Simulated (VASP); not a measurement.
# MoS2 (R3m) in VASP: single point with PBEsol

Aim: the single point of MoS2 with PBEsol.

Program: VASP 6.6.1. These are calculated values, not measurements. Logs are shortened: lines on timing, memory, paths and dates and some standing lists are left out, and cuts for length are marked.

## (1) The cell of the first run

It takes space group R3m (No. 160, trigonal). Conventional cell: a = 3.045 Å, b = 3.045 Å, c = 17.827 Å, α = 90.00°, β = 90.00°, γ = 120.00°. Within 3.1 Å of Mo (site symmetry 3m) lie 6 S at 2.31 to 2.33 Å and 6 Mo at 3.04 Å. Within 3.1 Å of S (site symmetry 3m) lie 3 Mo at 2.31 Å and 7 S at 3.02 to 3.04 Å. S (site symmetry 3m) has 3 Mo at 2.33 Å and 7 S at 3.02 to 3.04 Å within 3.1 Å.

## (2) Single point, PBEsol (W replaced by Mo, lengths x 0.987, strained)

File INCAR:

```
PREC = Accurate
ENCUT = 520
EDIFF = 1E-6
ISMEAR = 0
SIGMA = 0.02
LREAL = False
LASPH = True
NELM = 100
ALGO = Normal
ISIF = 2
LWAVE = False
LCHARG = True
GGA = PS
LELF = True
LVHAR = True
NBANDS = 20
```

File KPOINTS:

```
regular mesh
0
Gamma
  12 12 12
```

File POSCAR:

```
MoS2
1.0
    1.5223881270      0.8789511949      5.9423547378
   -1.5223881270      0.8789511949      5.9423547378
    0.0000000000     -1.7579023898      5.9423547378
Mo S
1 2
Direct
    0.0000000000      0.0000000000      0.0000000000
    0.7503000000      0.7503000000      0.7503000000
    0.5810000000      0.5810000000      0.5810000000
```

Potentials or basis: VASP PAW PBE potentials, release 64 (Mo_sv, S).

Run with:

```sh
cat potpaw_PBE.64/Mo_sv/POTCAR potpaw_PBE.64/S/POTCAR > POTCAR
mpirun -np 1 vasp_std > vasp.out
```

OUTCAR:

```text
PREC = Accurate
   ENCUT = 520
   EDIFF = 1E-6
   ISMEAR = 0
   LREAL = False
   LASPH = True
   NELM = 100
   ISIF = 2
   GGA = PS

 ion  position               nearest neighbor table
   1  0.000  0.000  0.000-   2 2.31   2 2.31   2 2.31   3 2.33   3 2.33   3 2.33
   2  0.750  0.750  0.750-   1 2.31   1 2.31   1 2.31
   3  0.581  0.581  0.581-   1 2.33   1 2.33   1 2.33

  LATTYP: Found a trigonal (rhomboedric) cell.
 ALAT       =     6.1969186409
 COS(alpha) =     0.8792939096

  Lattice vectors:

 A1 = (   1.5223881270,   0.8789511949,   5.9423547378)
 A2 = (  -1.5223881270,   0.8789511949,   5.9423547378)
 A3 = (   0.0000000000,  -1.7579023898,   5.9423547378)

Analysis of symmetry for initial positions (statically):
=====================================================================
 Subroutine PRICEL returns:
 Original cell was already a primitive cell.

 Routine SETGRP: Setting up the symmetry group for a
 trigonal (rhombohedral) supercell.

 Subroutine GETGRP returns: Found  6 space group operations
 (whereof  6 operations were pure point group operations)
 out of a pool of 12 trial point group operations.

The static configuration has the point symmetry C_3v.

Analysis of symmetry for dynamics (positions and initial velocities):
=====================================================================
 Subroutine PRICEL returns:
 Original cell was already a primitive cell.

 Routine SETGRP: Setting up the symmetry group for a
 trigonal (rhombohedral) supercell.

 Subroutine GETGRP returns: Found  6 space group operations
 (whereof  6 operations were pure point group operations)
 out of a pool of 12 trial point group operations.

The dynamic configuration has the point symmetry C_3v.

 Subroutine INISYM returns: Found  6 space group operations
 (whereof  6 operations are pure point group operations),
 and found     1 'primitive' translations

----------------------------------------------------------------------------------------

                                     Primitive cell

  volume of cell :      47.7090

  direct lattice vectors                    reciprocal lattice vectors
     1.522388127  0.878951195  5.942354738     0.328431358  0.189619933  0.056094486
    -1.522388127  0.878951195  5.942354738    -0.328431358  0.189619933  0.056094486
     0.000000000 -1.757902390  5.942354738     0.000000000 -0.379239866  0.056094486

  length of vectors
     6.196918641  6.196918641  6.196918641     0.383365970  0.383365970  0.383365970

  position of ions in fractional coordinates (direct lattice)
     0.000000000  0.000000000  0.000000000
     0.750300000  0.750300000  0.750300000
     0.581000000  0.581000000  0.581000000

  ion indices of the primitive-cell ions
   primitive index   ion index
                 1           1
                 2           2
                 3           3

----------------------------------------------------------------------------------------

 KPOINTS: regular mesh

Automatic generation of k-mesh.
 Grid dimensions read from file:
 generate k-points for:   12   12   12

 Generating k-lattice:

  Cartesian coordinates                     Fractional coordinates (reciprocal lattice)
     0.027369280  0.015801661  0.004674540     0.083333333 -0.000000000  0.000000000
    -0.027369280  0.015801661  0.004674540    -0.000000000  0.083333333  0.000000000
     0.000000000 -0.031603322  0.004674540     0.000000000  0.000000000  0.083333333

  Length of vectors
     0.031947164  0.031947164  0.031947164

  Shift w.r.t. Gamma in fractional coordinates (k-lattice)
     0.000000000  0.000000000  0.000000000

 Subroutine IBZKPT returns following result:
 ===========================================

 Found    189 irreducible k-points:

 Following reciprocal coordinates:
            Coordinates               Weight
  0.000000  0.000000  0.000000      1.000000
  0.083333  0.000000  0.000000      6.000000
  0.166667  0.000000 -0.000000      6.000000
  0.250000  0.000000  0.000000      6.000000
  0.333333  0.000000  0.000000      6.000000
  0.416667  0.000000  0.000000      6.000000
[... 16 lines left out ...]
  0.500000  0.166667  0.000000     12.000000
 -0.416667  0.166667  0.000000     12.000000
 [... further k-points ...]
   k-points           NKPTS =    189   k-points in BZ     NKDIM =    189   number of bands    NBANDS=     20
   number of dos      NEDOS =    301   number of ions     NIONS =      3
   total plane-waves  NPLWV = 110592
   dimension x,y,z NGX =    48 NGY =   48 NGZ =   48
   dimension x,y,z NGXF=    96 NGYF=   96 NGZF=   96
   ions per type =               1   2
   NGX,Y,Z   is equivalent  to a cutoff of  12.88, 12.88, 12.88 a.u.
   NGXF,Y,Z  is equivalent  to a cutoff of  25.75, 25.75, 25.75 a.u.
 SYSTEM =  unknown system
   PREC   = accura    normal or accurate (medium, high low for compatibility)
   ISTART =      0    job   : 0-new  1-cont  2-samecut
   ICHARG =      2    charge: 1-file 2-atom 10-const
   ISPIN  =      1    spin polarized calculation?
   LNONCOLLINEAR =      F non collinear calculations
   LSORBIT =      F    spin-orbit coupling
   LASPH  =      T    aspherical Exc in radial PAW
   ENCUT  =  520.0 eV  38.22 Ry    6.18 a.u.  11.52 11.52 11.52*2*pi/ulx,y,z
   NELM   =    100;   NELMIN=  2; NELMDL= -5     # of ELM steps
   EDIFF  = 0.1E-05   stopping-criterion for ELM
   LREAL  =      F    real-space projection
   EDIFFG = 0.1E-04   stopping-criterion for IOM
   NSW    =      0    number of steps for IOM
   IBRION =     -1    ionic relax: 0-MD 1-quasi-New 2-CG
   NFREE  =      0    steps in history (QN), initial steepest desc. (CG)
   ISIF   =      2    stress and relaxation
   ISYM   =      2    0-nonsym 1-usesym 2-fastsym
   POTIM  = 0.5000    time-step for ionic-motion
   TEBEG  =    0.0;   TEEND  =   0.0 temperature during run
   PSTRESS=    0.0 pullay stress
   NELECT =      26.0000    total number of electrons
   NUPDOWN=      -1.0000    fix difference up-down
   EMIN   =  10.00;   EMAX   =-10.00  energy-range for DOS
   EFERMI =   0.00;   METHOD = LEGACY
   ISMEAR =     0;   SIGMA  =   0.02  broadening in eV -4-tet -1-fermi 0-gaus
   EFERMI_NEDOS =   21; number of points for ismear=-14 and -15
   IALGO  =     38    algorithm
   IMIX   =      4    mixing-type and parameters
     AMIX     =   0.40;   BMIX     =  1.00
     AMIX_MAG =   1.60;   BMIX_MAG =  1.00
  volume/ion in A,a.u.               =      15.90       107.32
  Fermi-wavevector in a.u.,A,eV,Ry     =   1.337209  2.526959 24.328957  1.788128
  Thomas-Fermi vector in A             =   2.465776
   LORBIT       =      0    0 simple, 1 ext, 2 COOP (PROOUT), +10 PAW based schemes
   GGA     = PS    functional components
   LHFCALC =     F    Hartree Fock is set to
   AEXX    =    0.0000 exact exchange contribution
   IVDW    =     0    specifies the selected vdW correction
   LEPSILON=     F    determine dielectric tensor
   LRPA    =     F    only Hartree local field effects (RPA)
 non-spin polarized calculation
 Gauss-broadening in eV      SIGMA  =   0.02
  energy-cutoff  :      520.00
  volume of cell :       47.71
 maximum number of plane-waves:      1306
 NGX is ok and might be reduce to    48
   NGX = 23   NGY = 23   NGZ = 23

 number of electron      26.0000000 magnetization

 Free energy of the ion-electron system (eV)
  ---------------------------------------------------
  ext. energy  EPLUGINS =         0.00000000
  ---------------------------------------------------
  free energy    TOTEN  =       -23.17881636 eV

  energy without entropy =      -23.17881636  energy(sigma->0) =      -23.17881636

 E-fermi :   9.2032     XC(G=0): -11.5715

 val. band max:        9.1123193695   @ k =   0.5000   0.5000   0.5000
 cond. band min:       9.9130314015   @ k =  -0.1667   0.1667   0.0000
 fundamental gap:      0.8007120320
 Fermi energy:         9.2032166866

 k-point     1 :       0.0000    0.0000    0.0000
  band No.  band energies     occupation
      1     -52.3450      2.00000
      2     -26.6734      2.00000
      3     -26.2725      2.00000
      4     -26.2725      2.00000
      5      -6.7573      2.00000
      6      -4.6779      2.00000
[... 12 lines left out ...]
     19      17.4971      0.00000
     20      18.0447      0.00000

 k-point     2 :       0.0833    0.0000    0.0000
  band No.  band energies     occupation
      1     -52.3403      2.00000
      2     -26.6646      2.00000
      3     -26.3156      2.00000
      4     -26.2821      2.00000
      5      -6.6274      2.00000
      6      -4.6458      2.00000
[... 12 lines left out ...]
     19      17.9244      0.00000
     20      18.1024      0.00000

 k-point     3 :       0.1667    0.0000   -0.0000
  band No.  band energies     occupation
      1     -52.3274      2.00000
      2     -26.6405      2.00000
      3     -26.4319      2.00000
      4     -26.3079      2.00000
      5      -6.2565      2.00000
      6      -4.5534      2.00000
[... 12 lines left out ...]
     19      17.8777      0.00000
     20      18.4242      0.00000

 k-point     4 :       0.2500    0.0000    0.0000
  band No.  band energies     occupation
      1     -52.3098      2.00000
      2     -26.6075      2.00000
      3     -26.5874      2.00000
      4     -26.3431      2.00000
      5      -5.7016      2.00000
      6      -4.4153      2.00000
[... 12 lines left out ...]
     19      17.4406      0.00000
     20      18.5722      0.00000

 k-point     5 :       0.3333    0.0000    0.0000
  band No.  band energies     occupation
      1     -52.2921      2.00000
      2     -26.7399      2.00000
      3     -26.5739      2.00000
      4     -26.3780      2.00000
      5      -5.0647      2.00000
      6      -4.2608      2.00000
[... 12 lines left out ...]
     19      16.8371      0.00000
     20      17.1466      0.00000

 k-point     6 :       0.4167    0.0000    0.0000
  band No.  band energies     occupation
      1     -52.2791      2.00000
      2     -26.8494      2.00000
      3     -26.5493      2.00000
      4     -26.4034      2.00000
      5      -4.5145      2.00000
      6      -4.1362      2.00000
[... 12 lines left out ...]
     19      15.9061      0.00000
     20      16.8869      0.00000

 k-point     7 :       0.5000    0.0000    0.0000
  band No.  band energies     occupation
      1     -52.2743      2.00000
      2     -26.8890      2.00000
      3     -26.5403      2.00000
      4     -26.4126      2.00000
      5      -4.2838      2.00000
      6      -4.0902      2.00000
[... 12 lines left out ...]
     19      15.7561      0.00000
     20      16.8935      0.00000
[... 277 lines left out ...]
 k-point    20 :       0.2500    0.1667   -0.0000
  band No.  band energies     occupation
      1     -52.3163      2.00000
      2     -26.6195      2.00000
      3     -26.5234      2.00000
      4     -26.3381      2.00000
      5      -5.8813      2.00000
      6      -4.5188      2.00000
[... 12 lines left out ...]
     19      17.7262      0.00000
     20      18.3406      0.00000

 k-point    21 :       0.3333    0.1667    0.0000
  band No.  band energies     occupation
      1     -52.3009      2.00000
      2     -26.6352      2.00000
      3     -26.5906      2.00000
      4     -26.3910      2.00000
      5      -5.3621      2.00000
      6      -4.3856      2.00000
[... 12 lines left out ...]
     19      17.7465      0.00000
     20      18.4770      0.00000

 k-point    22 :       0.4167    0.1667   -0.0000
  band No.  band energies     occupation
      1     -52.2856      2.00000
      2     -26.7394      2.00000
      3     -26.5617      2.00000
      4     -26.4493      2.00000
      5      -4.7806      2.00000
      6      -4.2180      2.00000
[... 12 lines left out ...]
     19      17.3001      0.00000
     20      18.0155      0.00000

 k-point    23 :       0.5000    0.1667    0.0000
  band No.  band energies     occupation
      1     -52.2743      2.00000
      2     -26.8129      2.00000
      3     -26.5404      2.00000
      4     -26.4937      2.00000
      5      -4.3038      2.00000
      6      -4.0619      2.00000
[... 12 lines left out ...]
     19      17.3373      0.00000
     20      17.9827      0.00000

 k-point    24 :      -0.4167    0.1667    0.0000
  band No.  band energies     occupation
      1     -52.2702      2.00000
      2     -26.8393      2.00000
      3     -26.5326      2.00000
      4     -26.5102      2.00000
      5      -4.1156      2.00000
      6      -3.9956      2.00000
[... 12 lines left out ...]
     19      17.5496      0.00000
     20      18.0659      0.00000

 [... further k-points ...]
[... 5 lines left out ...]
  --------------------------------------------------------------------------------------
  -------------------------------------------------------------------------------------
  Total        5.4093971      5.4093971      6.0041462      0.0000000      0.0000000      0.0000000
  in kB      181.6600676    181.6600676    201.6331185      0.0000000      0.0000000      0.0000000
  external PRESSURE =     188.3177512 kB  Pullay stress =       0.0000000 kB

 VOLUME and BASIS-vectors are now :
 -----------------------------------------------------------------------------
  energy-cutoff  :      520.00
  volume of cell :       47.71
      direct lattice vectors                 reciprocal lattice vectors
     1.522388127  0.878951195  5.942354738     0.328431358  0.189619933  0.056094486
    -1.522388127  0.878951195  5.942354738    -0.328431358  0.189619933  0.056094486
     0.000000000 -1.757902390  5.942354738     0.000000000 -0.379239866  0.056094486

 POSITION                                       TOTAL-FORCE (eV/Angst)
 -----------------------------------------------------------------------------------
      0.00000      0.00000      0.00000         0.000000      0.000000     -0.696623
      0.00000      0.00000     13.37565         0.000000     -0.000000      2.150643
      0.00000      0.00000     10.35752         0.000000      0.000000     -1.454019
 -----------------------------------------------------------------------------------
    total drift:                                0.000000      0.000000     -0.000206

  FREE ENERGIE OF THE ION-ELECTRON SYSTEM (eV)
  ---------------------------------------------------
  free  energy   TOTEN  =       -23.1788163631 eV

  energy  without entropy=      -23.1788163631  energy(sigma->0) =      -23.17881636
```

Wall time 7.4 min (1 thread of Intel Xeon Platinum 8488C (Sapphire Rapids), shared host); peak memory 0.42 GiB.

Results:

| Quantity | Value |
| --- | --- |
| Free energy | -23.1788 eV |
| Pressure | 18.8 GPa |
| Largest force | 2.151 eV/Å |
| Band gap on the k mesh | 0.80 eV (least direct gap 2.05 eV) |

Forces in eV/Å, atoms in the order of the input:
```
Mo   0.000  0.000 -0.697
S    0.000  0.000  2.151
S    0.000  0.000 -1.454
```

Stress tensor (GPa, compression positive):
```
18.17  0.00  0.00
 0.00 18.17  0.00
 0.00  0.00 20.16
```

Levels at points of the mesh, in eV from the valence-band top:
```tsv
k point	band 10	band 11	band 12	band 13	band 14	band 15	band 16	band 17
(0.00, 0.00, 0.00)	-2.51	-2.51	-1.70	-1.28	2.20	2.20	2.81	2.81
(0.50, 0.00, 0.00)	-4.48	-2.59	-1.78	-1.64	1.86	2.24	3.67	3.80
(0.50, 0.50, 0.00)	-4.40	-3.35	-1.88	-1.49	1.80	2.41	3.15	4.41
(0.50, 0.50, 0.50)	-3.85	-2.48	-2.48	0.00	2.34	2.34	2.61	2.61
```

Caveat: the cell differs from its parent crystal (W replaced by Mo, lengths x 0.987, strained); the cell stands under pressure; the PAW data sets were made with another functional, which shifts forces and pressure a little. A k mesh can miss the band edges.
